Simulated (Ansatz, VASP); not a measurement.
**One calculation of Sn, two programs**

```xyz
1
Lattice="2.9551 0.0000 0.0000 0.0000 2.9551 0.0000 0.0000 0.0000 2.9551" Properties=species:S:1:pos:R:3 pbc="T T T"
Sn    0.0000    0.0000    0.0000
```

Alike in both runs: task single point; functional PBE; k mesh 17 × 17 × 17; occupations fermi-dirac, width 0.1 eV; no spin polarisation.

|  | VASP | Ansatz |
| --- | --- | --- |
| version | VASP 6.6.1 | Ansatz 0.2.0 |
| potentials or method | VASP PAW PBE potentials, release 64 (Sn_d), cutoff 520 eV | plane waves (420 eV) with PAW, scalar-relativistic |
| valence electrons in the cell | 14 | 14 |

|  | VASP | Ansatz | Ansatz less VASP |
| --- | --- | --- | --- |
| pressure (GPa) | 8.5 | 8.5 | +0.05 |
